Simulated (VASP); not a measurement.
# Cr: single point with PBE

Crystal: Cr.

```
CELL_PARAMETERS angstrom
2.88500 0.00000 0.00000
0.00000 2.88500 0.00000
0.00000 0.00000 2.88500
ATOMIC_POSITIONS crystal
Cr 0.00000 0.00000 0.00000
Cr 0.50000 0.50000 0.50000
```

```json
{
 "Program": "VASP 6.6.1",
 "Task": "single point",
 "Functional": "PBE",
 "Potentials or basis": "VASP PAW PBE potentials, release 64 (Cr_pv)",
 "Cutoff": "520 eV",
 "k mesh": "14 × 14 × 14",
 "Occupations": "gaussian, width 0.1 eV",
 "Spin": "collinear spin, antiferromagnetic start",
 "Starting moments": "[1.5, -1.5] μB"
}
```

- Pressure: -3.5 GPa
- Band gap on the k mesh: zero (filled and empty bands overlap)
- Net moment: 0.00 μB per cell
- Site moments: Cr +1.24, -1.24 μB
- Valence electrons inside the program's atomic spheres: Cr 10.98

Levels at points of the mesh, in eV from the Fermi level:
Spin up:
```tsv
k point	band 8	band 9	band 10	band 11	band 12	band 13	band 14	band 15	band 16	band 17
(0.00, 0.00, 0.00)	-4.03	-4.03	-0.86	-0.86	-0.86	1.25	1.25	2.59	2.59	2.59
(0.50, 0.00, 0.00)	-3.69	-2.01	-1.16	-0.83	-0.83	0.14	0.30	0.30	1.42	2.09
(0.50, 0.50, 0.00)	-4.12	-2.29	-2.29	1.03	1.06	1.06	1.09	1.37	2.05	2.91
(0.50, 0.50, 0.50)	-2.54	-2.54	-1.76	-1.76	-1.76	1.09	1.09	2.11	2.11	6.42
```
Spin down:
| k point | band 9 | band 10 | band 11 | band 12 | band 13 | band 14 | band 15 | band 16 |
| --- | --- | --- | --- | --- | --- | --- | --- | --- |
| (0.00, 0.00, 0.00) | -4.03 | -0.86 | -0.86 | -0.86 | 1.25 | 1.25 | 2.59 | 2.59 |
| (0.50, 0.00, 0.00) | -2.01 | -1.16 | -0.83 | -0.83 | 0.14 | 0.30 | 0.30 | 1.42 |
| (0.50, 0.50, 0.00) | -2.29 | -2.29 | 1.03 | 1.06 | 1.06 | 1.09 | 1.37 | 2.05 |
| (0.50, 0.50, 0.50) | -2.54 | -1.76 | -1.76 | -1.76 | 1.09 | 1.09 | 2.11 | 2.11 |

Run time: 89 s on 1 thread of Intel(R) Xeon(R) Platinum 8375C CPU @ 2.90GHz (Ice Lake), on a shared host, peak memory 0.21 GiB.

Caveat: the cell stands under tension; an empty level that is flat over the whole mesh can mark a ghost state of the potentials, or a narrow d or f band.
